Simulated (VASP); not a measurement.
# Zr2HS4 in VASP: a series of runs

The runs below take Zr2HS4 through single point, with PBE+D3(BJ).

Everything below comes from runs of VASP 6.6.1. Logs are shortened: lines on timing, memory, paths and dates and some standing lists are left out, and cuts for length are marked.

### Step 1. The cell of the first run

The cell holds a slab with vacuum, 14 atoms: a = 7.298 Å, b = 7.298 Å, c = 20.917 Å, α = 90.00°, β = 90.00°, γ = 120.00°.

### Step 2. Single point, PBE+D3(BJ)

File INCAR:

```
  PREC = Accurate
  ENCUT = 400
  EDIFF = 1E-6
  ISMEAR = 0
  SIGMA = 0.05
  LREAL = False
  LASPH = True
  NELM = 120
  ALGO = Normal
  ISIF = 2
  LWAVE = False
  LCHARG = False
  LDIPOL = True
  IDIPOL = 3
  DIPOL = 0.5 0.5 0.291
  GGA = PE
  IVDW = 12
  NBANDS = 62
  GGA_COMPAT = False
  NELMDL = -8
```

File KPOINTS:

```
regular mesh
0
Gamma
  6 6 1
```

File POSCAR:

```
Zr2HS4
1.0
    7.2976778227      0.0000000000      0.0000000000
   -3.6488389114      6.3199743831      0.0000000000
    0.0000000000      0.0000000000     20.9171506047
S Zr H
8 4 2
Direct
    0.3333333333      0.1666666667      0.1912306354
    0.3333333333      0.6666666667      0.1912306354
    0.8333333333      0.1666666667      0.1912306354
    0.8333333333      0.6666666667      0.1912306354
    0.1666666667      0.3333333333      0.3306927762
    0.1666666667      0.8333333333      0.3306927762
    0.6666666667      0.3333333333      0.3306927762
    0.6666666667      0.8333333333      0.3306927762
    0.0000000000      0.0000000000      0.2609617058
    0.0000000000      0.5000000000      0.2609617058
    0.5000000000      0.0000000000      0.2609617058
    0.5000000000      0.5000000000      0.2609617058
    0.3909545371      0.7819090743      0.4741157528
    0.4423787962      0.8847575924      0.4741157528
```

Potentials or basis: VASP PAW PBE potentials, release 64 (S, Zr_sv, H).

On the command line:

```sh
> cat potpaw_PBE.64/S/POTCAR potpaw_PBE.64/Zr_sv/POTCAR potpaw_PBE.64/H/POTCAR > POTCAR
> mpirun -np 1 vasp_std > vasp.out
```

OUTCAR:

```text
PREC = Accurate
   ENCUT = 400
   EDIFF = 1E-6
   ISMEAR = 0
   LREAL = False
   LASPH = True
   NELM = 120
   ISIF = 2
   GGA = PE
   IVDW = 12
   NELMDL = -8
 IVDW          = 12

 ion  position               nearest neighbor table
   1  0.333  0.167  0.191-   9 2.56  12 2.56  11 2.56
   2  0.333  0.667  0.191-  10 2.56  11 2.56  12 2.56
   3  0.833  0.167  0.191-  11 2.56  10 2.56   9 2.56
   4  0.833  0.667  0.191-  12 2.56   9 2.56  10 2.56
   5  0.167  0.333  0.331-  12 2.56   9 2.56  10 2.56
   6  0.167  0.833  0.331-  11 2.56  10 2.56   9 2.56
   7  0.667  0.333  0.331-  10 2.56  11 2.56  12 2.56
   8  0.667  0.833  0.331-   9 2.56  12 2.56  11 2.56
   9  0.000  0.000  0.261-   1 2.56   8 2.56   5 2.56   4 2.56   6 2.56   3 2.56  12 3.65  12 3.65
                            11 3.65  11 3.65  10 3.65  10 3.65
  10  0.000  0.500  0.261-   2 2.56   7 2.56   6 2.56   3 2.56   4 2.56   5 2.56  11 3.65  11 3.65
                            12 3.65  12 3.65   9 3.65   9 3.65
  11  0.500  0.000  0.261-   3 2.56   6 2.56   2 2.56   7 2.56   1 2.56   8 2.56  10 3.65  10 3.65
                             9 3.65   9 3.65  12 3.65  12 3.65
  12  0.500  0.500  0.261-   4 2.56   5 2.56   1 2.56   8 2.56   7 2.56   2 2.56   9 3.65   9 3.65
                            10 3.65  10 3.65  11 3.65  11 3.65
  13  0.391  0.782  0.474-  14 0.65
  14  0.442  0.885  0.474-  13 0.65

  LATTYP: Found a hexagonal cell.
 ALAT       =     7.2976778227
 C/A-ratio  =     2.8662748771

  Lattice vectors:

 A1 = (   7.2976778227,   0.0000000000,   0.0000000000)
 A2 = (  -3.6488389114,   6.3199743831,   0.0000000000)
 A3 = (   0.0000000000,   0.0000000000,  20.9171506047)

Analysis of symmetry for initial positions (statically):
=====================================================================
 Subroutine PRICEL returns:
 Original cell was already a primitive cell.

 Routine SETGRP: Setting up the symmetry group for a
 hexagonal supercell.

 Subroutine GETGRP returns: Found  2 space group operations
 (whereof  2 operations were pure point group operations)
 out of a pool of 24 trial point group operations.

The static configuration has the point symmetry C_1h.

Analysis of symmetry for dynamics (positions and initial velocities):
=====================================================================
 Subroutine PRICEL returns:
 Original cell was already a primitive cell.

 Routine SETGRP: Setting up the symmetry group for a
 hexagonal supercell.

 Subroutine GETGRP returns: Found  2 space group operations
 (whereof  2 operations were pure point group operations)
 out of a pool of 24 trial point group operations.

The dynamic configuration has the point symmetry C_1h.

 Subroutine INISYM returns: Found  2 space group operations
 (whereof  2 operations are pure point group operations),
 and found     1 'primitive' translations

----------------------------------------------------------------------------------------

                                     Primitive cell

  volume of cell :     964.7228

  direct lattice vectors                    reciprocal lattice vectors
     7.297677823  0.000000000  0.000000000     0.137029891  0.079114245  0.000000000
    -3.648838911  6.319974383  0.000000000     0.000000000  0.158228489  0.000000000
     0.000000000  0.000000000 20.917150605     0.000000000  0.000000000  0.047807659

  length of vectors
     7.297677823  7.297677823 20.917150605     0.158228489  0.158228489  0.047807659

  position of ions in fractional coordinates (direct lattice)
     0.333333333  0.166666667  0.191230635
     0.333333333  0.666666667  0.191230635
     0.833333333  0.166666667  0.191230635
     0.833333333  0.666666667  0.191230635
     0.166666667  0.333333333  0.330692776
     0.166666667  0.833333333  0.330692776
     0.666666667  0.333333333  0.330692776
     0.666666667  0.833333333  0.330692776
     0.000000000  0.000000000  0.260961706
     0.000000000  0.500000000  0.260961706
     0.500000000  0.000000000  0.260961706
     0.500000000  0.500000000  0.260961706
     0.390954537  0.781909074  0.474115753
     0.442378796  0.884757592  0.474115753

  ion indices of the primitive-cell ions
   primitive index   ion index
                 1           1
                 2           2
                 3           3
                 4           4
                 5           5
[... 39 lines left out ...]
  0.166667  0.000000  0.000000      4.000000
  0.000000  0.166667  0.000000      2.000000
  0.333333  0.000000  0.000000      4.000000
  0.000000  0.333333  0.000000      2.000000
  0.500000  0.000000  0.000000      2.000000
  0.000000  0.500000  0.000000      1.000000
  0.166667  0.166667  0.000000      4.000000
 -0.333333  0.166667  0.000000      2.000000
  0.333333  0.166667  0.000000      4.000000
 -0.166667  0.500000  0.000000      4.000000
  0.500000  0.333333  0.000000      4.000000
  0.333333  0.333333  0.000000      2.000000
   k-points           NKPTS =     13   k-points in BZ     NKDIM =     13   number of bands    NBANDS=     62
   number of dos      NEDOS =    301   number of ions     NIONS =     14
   total plane-waves  NPLWV = 322560
   dimension x,y,z NGX =    48 NGY =   48 NGZ =  140
   dimension x,y,z NGXF=    96 NGYF=   96 NGZF=  280
   ions per type =               8   4   2
   NGX,Y,Z   is equivalent  to a cutoff of  10.93, 10.93, 11.13 a.u.
   NGXF,Y,Z  is equivalent  to a cutoff of  21.87, 21.87, 22.25 a.u.
 SYSTEM =  unknown system
   PREC   = accura    normal or accurate (medium, high low for compatibility)
   ISTART =      0    job   : 0-new  1-cont  2-samecut
   ICHARG =      2    charge: 1-file 2-atom 10-const
   ISPIN  =      1    spin polarized calculation?
   LNONCOLLINEAR =      F non collinear calculations
   LSORBIT =      F    spin-orbit coupling
   LASPH  =      T    aspherical Exc in radial PAW
   ENCUT  =  400.0 eV  29.40 Ry    5.42 a.u.  11.90 11.90 34.11*2*pi/ulx,y,z
   NELM   =    120;   NELMIN=  2; NELMDL= -8     # of ELM steps
   EDIFF  = 0.1E-05   stopping-criterion for ELM
   LREAL  =      F    real-space projection
   EDIFFG = 0.1E-04   stopping-criterion for IOM
   NSW    =      0    number of steps for IOM
   IBRION =     -1    ionic relax: 0-MD 1-quasi-New 2-CG
   NFREE  =      0    steps in history (QN), initial steepest desc. (CG)
   ISIF   =      2    stress and relaxation
   ISYM   =      2    0-nonsym 1-usesym 2-fastsym
   POTIM  = 0.5000    time-step for ionic-motion
   TEBEG  =    0.0;   TEEND  =   0.0 temperature during run
   PSTRESS=    0.0 pullay stress
   NELECT =      98.0000    total number of electrons
   NUPDOWN=      -1.0000    fix difference up-down
   EMIN   =  10.00;   EMAX   =-10.00  energy-range for DOS
   EFERMI =   0.00;   METHOD = LEGACY
   ISMEAR =     0;   SIGMA  =   0.05  broadening in eV -4-tet -1-fermi 0-gaus
   EFERMI_NEDOS =   21; number of points for ismear=-14 and -15
   IALGO  =     38    algorithm
   IMIX   =      4    mixing-type and parameters
     AMIX     =   0.40;   BMIX     =  1.00
     AMIX_MAG =   1.60;   BMIX_MAG =  1.00
  volume/ion in A,a.u.               =      68.91       465.02
  Fermi-wavevector in a.u.,A,eV,Ry     =   0.763864  1.443494  7.938838  0.583488
  Thomas-Fermi vector in A             =   1.863639
   LORBIT       =      0    0 simple, 1 ext, 2 COOP (PROOUT), +10 PAW based schemes
   GGA     = PE    functional components
   LHFCALC =     F    Hartree Fock is set to
   AEXX    =    0.0000 exact exchange contribution
   IVDW    =    12    specifies the selected vdW correction
   LEPSILON=     F    determine dielectric tensor
   LRPA    =     F    only Hartree local field effects (RPA)
 non-spin polarized calculation
 Gauss-broadening in eV      SIGMA  =   0.05
  energy-cutoff  :      400.00
  volume of cell :      964.72
 maximum number of plane-waves:     17598
   NGX = 23   NGY = 23   NGZ = 69

 dipolmoment           0.000000      0.000000      0.001535 electrons x Angstroem

 number of electron      98.0000015 magnetization

 dipolmoment           0.000000      0.000000     -0.003565 electrons x Angstroem

 Free energy of the ion-electron system (eV)
  ---------------------------------------------------
  ext. energy  EPLUGINS =         0.00000000
  ---------------------------------------------------
  free energy    TOTEN  =       -92.25060624 eV

  energy without entropy =      -92.25060624  energy(sigma->0) =      -92.25060624

 E-fermi :  -3.0223     XC(G=0):  -3.3210

 val. band max:       -3.2732831177   @ k =   0.0000   0.0000   0.0000
 cond. band min:      -2.1712943064   @ k =   0.0000   0.0000   0.0000
 fundamental gap:      1.1019888113
 Fermi energy:        -3.0222636025

 k-point     1 :       0.0000    0.0000    0.0000
  band No.  band energies     occupation
      1     -52.1295      2.00000
      2     -52.1101      2.00000
      3     -52.1091      2.00000
      4     -52.1081      2.00000
      5     -30.3122      2.00000
      6     -30.3114      2.00000
[... 821 lines left out ...]
     60       0.2851      0.00000
     61       0.2911      0.00000
 [bands above 61 left out]

------------------------ aborting loop because EDIFF is reached ----------------------------------------

 vacuum level on the upper side and lower side of the slab       (xc-potential included)        -0.096        -0.052

 Edisp (eV)   -3.00421

 E8    (eV) :    -1.3508

  FORCE on cell =-STRESS in cart. coord.  units (eV):
  Direction    XX          YY          ZZ          XY          YZ          ZX
  --------------------------------------------------------------------------------------
  -------------------------------------------------------------------------------------
  Total      -0.34167     2.78445    -0.26004    -0.00000    -0.00509     0.00000
  in kB      -0.56743     4.62432    -0.43186    -0.00000    -0.00845     0.00000
  external pressure =        1.21 kB  Pullay stress =        0.00 kB

 VOLUME and BASIS-vectors are now :
 -----------------------------------------------------------------------------
  energy-cutoff  :      400.00
  volume of cell :      964.72
      direct lattice vectors                 reciprocal lattice vectors
     7.297677823  0.000000000  0.000000000     0.137029891  0.079114245  0.000000000
    -3.648838911  6.319974383  0.000000000     0.000000000  0.158228489  0.000000000
     0.000000000  0.000000000 20.917150605     0.000000000  0.000000000  0.047807659

 POSITION                                       TOTAL-FORCE (eV/Angst)
 -----------------------------------------------------------------------------------
      1.82442      1.05333      4.00000         0.000627      0.002380     -0.010838
     -0.00000      4.21332      4.00000         0.000000     -0.001175     -0.007157
      5.47326      1.05333      4.00000        -0.000627      0.002380     -0.010838
      3.64884      4.21332      4.00000         0.000000     -0.002981     -0.009516
      0.00000      2.10666      6.91715        -0.000000      0.002491      0.019634
     -1.82442      5.26665      6.91715        -0.004355      0.000945     -0.001828
      3.64884      2.10666      6.91715         0.000000     -0.002430      0.019847
      1.82442      5.26665      6.91715         0.004355      0.000945     -0.001828
      0.00000      0.00000      5.45858         0.000000     -0.009589      0.004365
     -1.82442      3.15999      5.45858         0.000477      0.009844     -0.000469
      3.64884      0.00000      5.45858         0.000000     -0.011075      0.007352
      1.82442      3.15999      5.45858        -0.000477      0.009844     -0.000469
     -0.00000      4.94165      9.91715         0.000000     -4.868279     -0.004509
     -0.00000      5.59165      9.91715        -0.000000      4.866701     -0.003745
 -----------------------------------------------------------------------------------
    total drift:                                0.000000      0.000002      0.000638

  FREE ENERGIE OF THE ION-ELECTRON SYSTEM (eV)
  ---------------------------------------------------
  free  energy   TOTEN  =       -95.2548157026 eV

  energy  without entropy=      -95.2548157026  energy(sigma->0) =      -95.25481570

 vacuum level on the upper side and lower side of the slab         3.030         3.077
```

Run time: 33 min. Hardware: 1 thread of Intel Xeon 8259CL, shared host; peak memory 0.9 GiB.

Results:

| Property | Result |
| --- | --- |
| Free energy | -95.2548 eV |
| Largest force | 4.868 eV/Å |
| Band gap on the k mesh | 1.10 eV |
| Dispersion energy per atom | -0.215 eV |

Forces on the atoms (eV/Å):
```
S    0.001  0.002 -0.011
S    0.000 -0.001 -0.007
S   -0.001  0.002 -0.011
S    0.000 -0.003 -0.010
S    0.000  0.002  0.020
S   -0.004  0.001 -0.002
S    0.000 -0.002  0.020
S    0.004  0.001 -0.002
Zr   0.000 -0.010  0.004
Zr   0.000  0.010  0.000
Zr   0.000 -0.011  0.007
Zr   0.000  0.010  0.000
H    0.000 -4.868 -0.005
H    0.000  4.867 -0.004
```

### Step 3. Single point, PBE+D3(BJ)

File INCAR:

```
  PREC = Accurate
  ENCUT = 400
  EDIFF = 1E-6
  ISMEAR = 0
  SIGMA = 0.05
  LREAL = F
  LASPH = T
  NELM = 120
  ALGO = Normal
  ISIF = 2
  LWAVE = F
  LCHARG = F
  LDIPOL = T
  IDIPOL = 3
  DIPOL = 0.5 0.5 0.276
  GGA = PE
  IVDW = 12
  NBANDS = 62
  GGA_COMPAT = F
  NELMDL = -8
```

File KPOINTS:

```
Automatic mesh
0
Gamma
  6 6 1
```

Changes to POSCAR since step 2:

```diff
@@ -20,3 +20,3 @@
     0.5000000000      0.5000000000      0.2609617058
-    0.3909545371      0.7819090743      0.4741157528
-    0.4423787962      0.8847575924      0.4741157528
+    0.3435255474      0.6870510948      0.3675046736
+    0.4898077859      0.9796155718      0.3675046736
```

Potentials or basis: VASP PAW PBE potentials, release 64 (S, Zr_sv, H).

On the command line:

```sh
> cat potpaw_PBE.64/S/POTCAR potpaw_PBE.64/Zr_sv/POTCAR potpaw_PBE.64/H/POTCAR > POTCAR
> mpirun -np 1 vasp_std > vasp.out
```

Wall time 15 min (1 thread of Intel Xeon 6975P-C (Granite Rapids), shared host); peak memory 0.88 GiB.

The run converged. Its results:

```yaml
Free_energy: -91.0770 eV
Largest_force: 1.018 eV/Å
Dispersion_energy_per_atom: -0.226 eV
```

Forces on the atoms (eV/Å):
```
S   -0.068 -0.062  0.081
S    0.000 -0.051 -0.046
S    0.068 -0.062  0.081
S    0.000  0.047 -0.055
S    0.000  0.326  0.774
S   -0.313 -0.515  0.646
S    0.000  0.379  0.284
S    0.313 -0.515  0.646
Zr   0.000  0.006 -0.665
Zr  -0.220 -0.015 -0.385
Zr   0.000  0.297  0.345
Zr   0.220 -0.015 -0.385
H    0.000  0.263 -0.309
H    0.000 -0.081 -1.014
```

Levels at points of the mesh, in eV from the Fermi level:
| k point | band 46 | band 47 | band 48 | band 49 | band 50 | band 51 | band 52 | band 53 |
| --- | --- | --- | --- | --- | --- | --- | --- | --- |
| (0.00, 0.00, 0.00) | -2.02 | -1.12 | -1.12 | -0.68 | 0.08 | 0.08 | 0.38 | 0.72 |
| (0.50, 0.00, 0.00) | -1.90 | -1.66 | -1.59 | -0.11 | -0.01 | 0.46 | 0.91 | 1.28 |
| (0.00, 0.50, 0.00) | -1.86 | -1.71 | -1.57 | -0.18 | 0.07 | 0.49 | 0.92 | 1.28 |

### Step 4. Single point, PBE+D3(BJ)

File INCAR:

```
ALGO = Normal
DIPOL = 0.5 0.5 0.276
EDIFF = 1E-6
ENCUT = 400
GGA = PE
GGA_COMPAT = False
IDIPOL = 3
ISIF = 2
ISMEAR = 0
IVDW = 12
LASPH = True
LCHARG = True
LDIPOL = True
LELF = True
LREAL = False
LVACPOTAV = True
LVHAR = True
LWAVE = False
NBANDS = 62
NELM = 120
NELMDL = -8
PREC = Accurate
SIGMA = 0.05
```

File KPOINTS:

```
k-points
0
Gamma
  6 6 1
```

Changes to POSCAR since step 3:

```diff
@@ -20,3 +20,3 @@
     0.5000000000      0.5000000000      0.2609617058
-    0.3435255474      0.6870510948      0.3675046736
-    0.4898077859      0.9796155718      0.3675046736
+    0.3118402924      0.6236805848      0.3675046736
+    0.5214930409      1.0429860819      0.3675046736
```

On the command line:

```sh
> cat potpaw_PBE.64/S/POTCAR potpaw_PBE.64/Zr_sv/POTCAR potpaw_PBE.64/H/POTCAR > POTCAR
> mpirun -np 1 vasp_std > vasp.out
```

It took 14 min on 1 thread of Intel Xeon 6975P-C (Granite Rapids), shared host; peak memory 0.9 GiB.

It converged, with:

| Quantity | Value |
| --- | --- |
| Free energy | -91.2946 eV |
| Largest force | 1.660 eV/Å |
| Band gap on the k mesh | zero (bands 49 and 50 overlap by 0.02 eV) |
| Dispersion energy per atom | -0.226 eV |

Forces on the atoms (eV/Å):
```
S   -0.173  0.119  0.020
S    0.000 -0.032  0.000
S    0.173  0.119  0.020
S    0.000  0.164 -0.009
S    0.000  0.901  1.394
S    0.021 -0.352  0.714
S    0.000  0.409  0.614
S   -0.021 -0.352  0.714
Zr   0.000 -0.455 -0.608
Zr  -0.439 -0.081 -0.641
Zr   0.000  0.114  0.608
Zr   0.439 -0.081 -0.641
H    0.000 -0.745 -0.709
H    0.000  0.271 -1.475
```

Levels at points of the mesh, in eV from the Fermi level:
```tsv
k point	band 47	band 48	band 49	band 50	band 51	band 52
(0.00, 0.00, 0.00)	-1.30	-1.22	-0.67	-0.04	-0.02	0.42
(0.50, 0.00, 0.00)	-1.83	-1.71	-0.15	0.08	0.31	0.84
(0.00, 0.50, 0.00)	-1.77	-1.75	-0.11	-0.02	0.37	0.87
```

### Step 5. Single point, PBE+D3(BJ)

File INCAR:

```
ALGO = Normal
DIPOL = 0.5 0.5 0.283
EDIFF = 1E-6
ENCUT = 400
GGA = PE
GGA_COMPAT = F
IDIPOL = 3
ISIF = 2
ISMEAR = 0
IVDW = 12
LASPH = T
LCHARG = F
LDIPOL = T
LREAL = F
LWAVE = F
NBANDS = 62
NELM = 120
NELMDL = -8
PREC = Accurate
SIGMA = 0.05
```

KPOINTS is that of step 4.

Changes to POSCAR since step 4:

```diff
@@ -20,3 +20,3 @@
     0.5000000000      0.5000000000      0.2609617058
-    0.3118402924      0.6236805848      0.3675046736
-    0.5214930409      1.0429860819      0.3675046736
+    0.3699497052      0.7398994103      0.4134000260
+    0.4633836282      0.9267672564      0.4134000260
```

On the command line:

```sh
> cat potpaw_PBE.64/S/POTCAR potpaw_PBE.64/Zr_sv/POTCAR potpaw_PBE.64/H/POTCAR > POTCAR
> mpirun -np 1 vasp_std > vasp.out
```

It took 22 min on 1 thread of Intel Xeon Platinum 8488C (Sapphire Rapids), shared host; peak memory 0.88 GiB.

Results (log left out):

| Quantity | Value |
| --- | --- |
| Free energy | -93.6898 eV |
| Largest force | 4.643 eV/Å |
| Band gap on the k mesh | 1.09 eV |
| Dispersion energy per atom | -0.224 eV |

Forces in eV/Å, atoms in the order of the input:
```
S    0.021  0.005 -0.014
S    0.000 -0.004  0.031
S   -0.021  0.005 -0.014
S    0.000 -0.046 -0.036
S    0.000  0.045  0.114
S   -0.310  0.003 -0.391
S    0.000 -0.025  0.106
S    0.310  0.003 -0.391
Zr   0.000 -0.083  0.000
Zr   0.000  0.123 -0.038
Zr   0.000 -0.025 -0.232
Zr   0.000  0.123 -0.038
H    0.000  4.496  0.448
H    0.000 -4.620  0.457
```

Levels at points of the mesh, in eV from the valence-band top:
```csv
k point,band 46,band 47,band 48,band 49,band 50,band 51,band 52,band 53
"(0.00, 0.00, 0.00)",-0.92,-0.36,0.00,0.00,1.09,1.11,1.15,1.71
"(0.50, 0.00, 0.00)",-0.85,-0.82,-0.52,-0.39,1.49,1.53,2.27,2.29
"(0.00, 0.50, 0.00)",-0.85,-0.84,-0.50,-0.21,1.47,1.50,2.28,2.28
```

### Step 6. The runs side by side

```csv
cell,gap on the mesh (eV),largest force (eV/Å)
"as given, atomic positions A",1.10,4.87
"as given, atomic positions B",-,1.02
"as given, atomic positions C",none,1.66
"as given, atomic positions D",1.09,4.64
```

Alike in all rows: task single point; level PBE+D3(BJ); potentials or basis VASP PAW PBE potentials, release 64 (S, Zr_sv, H); no spin polarisation; k mesh 6 × 6 × 1; cutoff (eV) 400; smearing gaussian 0.05 eV.

Total energies depend on the potentials used, so only differences within one code and one set of settings carry meaning.
